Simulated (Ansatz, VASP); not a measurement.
# Two plane-wave programs on ZnSe

```xyz
2
Lattice="0.0000 2.6588 2.6588 2.6588 0.0000 2.6588 2.6588 2.6588 0.0000" Properties=species:S:1:pos:R:3 pbc="T T T"
Zn    0.0000    0.0000    0.0000
Se    2.6588    2.6588    2.6588
```

Alike in both runs: task single point; functional PBE; k mesh 6 × 6 × 6; occupations gaussian, width 0.001 eV; no spin polarisation.

```csv
,VASP,Ansatz
version,VASP 6.6.1,Ansatz 0.2.0
potentials or method,"VASP PAW PBE potentials, release 64 (Zn, Se)",plane waves
plane-wave cutoff (eV),520,420
valence electrons in the cell,18,28
```

Ansatz gave:

- pressure (GPa): 2.3

Problem. Which values does VASP return?

Solution. Pressure (GPa): 2.5.

VASP's potentials hold 18 valence electrons a cell and Ansatz's 28, so a difference there can come from the potentials and not from the codes.
